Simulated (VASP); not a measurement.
Input of a VASP 6.6.1 run:

File INCAR:

```
PREC = Accurate ; ENCUT = 520
EDIFF = 1E-6 ; ISMEAR = -1
SIGMA = 0.01 ; LREAL = False
LASPH = True ; NELM = 80
ALGO = Normal ; ISIF = 2
LWAVE = False ; LCHARG = False
GGA = CA ; NBANDS = 11
```

The input KPOINTS:

```
regular mesh
0
Gamma
  8 8 8
```

File POSCAR:

```
MgS
1.0
   -0.0260165000      2.5886417500      2.5886417500
    2.5886417500     -0.0260165000      2.5886417500
    2.5886417500      2.5886417500     -0.0260165000
Mg S
1 1
Direct
    0.0000000000      0.0000000000      0.0000000000
    0.5000000000      0.5000000000      0.5000000000
```

Potentials or basis: VASP PAW LDA potentials, release 64 (Mg, S).

Command:

```bash
$ cat potpaw_LDA.64/Mg/POTCAR potpaw_LDA.64/S/POTCAR > POTCAR
$ mpirun -np 1 vasp_std > vasp.out
```

(1) Predict the pressure.

(2) What does it give for the band gap on the k mesh?

## Answers

(1) -3.8 GPa.

(2) 2.46 eV, indirect (least direct gap 3.40 eV).

Caveat: the cell differs from its parent crystal (equal xy, yz and zx shear strains of -1 %).
